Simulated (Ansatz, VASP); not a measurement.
One calculation of W3S2, two programs

Contents of INCAR:

```
SYSTEM = W3S2
ALGO = Normal
EDIFF = 1E-6
ENCUT = 520
GGA = PE
ISIF = 2
ISMEAR = 0
LASPH = .True.
LCHARG = .True.
LELF = .True.
LREAL = .False.
LVHAR = .True.
LWAVE = .False.
NBANDS = 35
NELM = 80
PREC = Accurate
SIGMA = 0.1
```

KPOINTS

```
k-points
0
Gamma
  6 6 4
  0 0 0
```

POSCAR

```
W3S2
1.0
    4.0291171832      0.0000000000      0.0000000000
   -2.0145585916      3.4893178355      0.0000000000
    0.0000000000      0.0000000000      6.2686518612
W S
3 2
Direct
    0.0000000000      0.0000000000      0.0000000000
    0.3333333333      0.6666666667      0.6450000000
    0.6666666667      0.3333333333      0.3550000000
    0.3333333333      0.6666666667      0.2450000000
    0.6666666667      0.3333333333      0.7550000000
```

Input for Ansatz:

```yaml
crystal:
  lattice:
    - [4.0291171832, 0.0, 0.0]
    - [-2.0145585916, 3.4893178355, 0.0]
    - [0.0, 0.0, 6.2686518612]
  atoms:
    - { symbol: W, position: [0.0, 0.0, 0.0] }
    - { symbol: W, position: [0.3333333333, 0.6666666667, 0.645] }
    - { symbol: W, position: [0.6666666667, 0.3333333333, 0.355] }
    - { symbol: S, position: [0.3333333333, 0.6666666667, 0.245] }
    - { symbol: S, position: [0.6666666667, 0.3333333333, 0.755] }
basis:
  ecutwfc: 420
kpoints:
  mp_grid: { grid: [6, 6, 4] }
hamiltonian:
  xc: pbe
scf:
  occupations: { method: gaussian, width: 0.1 }
  lower_state_search: "off"
output:
  forces: true
  stress: true
  eigenvalues: true
```

Alike in both runs: task single point; functional PBE; k mesh 6 × 6 × 4; occupations gaussian, width 0.1 eV; no spin polarisation.

|  | VASP | Ansatz |
| --- | --- | --- |
| version | VASP 6.6.1 | Ansatz 0.2.0 |
| potentials or method | VASP PAW PBE potentials, release 64 (W_sv, S), cutoff 520 eV | scalar-relativistic, plane waves, PAW |
| valence electrons in the cell | 54 | 54 |

VASP gave:

| Item | Value |
| --- | --- |
| gap on the k mesh at the Fermi level (eV) | none |
| pressure (GPa) | -18.1 |
| traceless stress, the component that is largest in VASP (GPa) | -0.75 |
| rms of the force components (eV/Å) | 0.305 |

Q: Estimate Ansatz's values.

A: gap on the k mesh at the Fermi level (eV): none; pressure (GPa): -18.4; traceless stress, the component that is largest in VASP (GPa): -0.68; rms of the force components (eV/Å): 0.309.

Atom by atom the forces differ by 0.006 eV/Å (rms over components). A gap of «none» marks a metal or a gap that the smearing closes.

Spin-orbit coupling is off throughout.
